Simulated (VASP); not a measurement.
A run of VASP 6.6.1 is set up as follows.

File INCAR:

```
PREC = Accurate
ENCUT = 600
EDIFF = 1E-7
ISMEAR = 0
SIGMA = 0.2
LREAL = False
LASPH = True
NELM = 100
ALGO = Normal
ISIF = 3
LWAVE = False
LCHARG = False
GGA = PE
IBRION = 2
NSW = 36
EDIFFG = -0.08
```

The input KPOINTS:

```
Automatic mesh
0
Gamma
  6 6 2
```

Contents of POSCAR:

```
NaAl5O2
1.0
    2.9000000000      0.0000000000      0.0000000000
   -1.4500000000      2.5114736700      0.0000000000
    0.0000000000      0.0000000000     14.4000000000
Na Al O
1 5 2
Direct
    0.0000000000      0.0000000000      0.0000000000
    0.6666666700      0.3333333300      0.1770000000
    0.3333333300      0.6666666700      0.8230000000
    0.3333333300      0.6666666700      0.3385000000
    0.0000000000      0.0000000000      0.5000000000
    0.6666666700      0.3333333300      0.6615000000
    0.3333333300      0.6666666700      0.1146000000
    0.6666666700      0.3333333300      0.8854000000
```

Potentials or basis: VASP PAW PBE potentials, release 64 (Na_pv, Al, O).

Command:

```sh
$ cat potpaw_PBE.64/Na_pv/POTCAR potpaw_PBE.64/Al/POTCAR potpaw_PBE.64/O/POTCAR > POTCAR
$ mpirun -np 1 vasp_std > vasp.out
```

Estimate the relaxed cell.

a = 2.890 Å, b = 2.890 Å, c = 14.835 Å, α = 90.00°, β = 90.00°, γ = 120.00°.

Predict the space group after relaxing (to 0.05 Å).

P-3m1 (No. 164).

Estimate the relaxed volume.

13.42 Å³/atom.

Estimate the band gap on the k mesh.

zero (band 17 reaches 9.73 eV, above the bottom of band 18 at 7.25 eV).

Final structure:
```yaml
crystal:
  lattice:
    - [2.89039, 0.00000, 0.00000]
    - [-1.44520, 2.50315, 0.00000]
    - [0.00000, 0.00000, 14.83460]
  atoms:
    - { symbol: Na, position: [0.00000, 0.00000, 0.00000] }
    - { symbol: Al, position: [0.66667, 0.33333, 0.18472] }
    - { symbol: Al, position: [0.33333, 0.66667, 0.81528] }
    - { symbol: Al, position: [0.33333, 0.66667, 0.34053] }
    - { symbol: Al, position: [0.00000, 0.00000, 0.50000] }
    - { symbol: Al, position: [0.66667, 0.33333, 0.65947] }
    - { symbol: O, position: [0.33333, 0.66667, 0.11323] }
    - { symbol: O, position: [0.66667, 0.33333, 0.88677] }
```

Caveat: the k points lie up to 0.42 Å⁻¹ apart in the final cell.
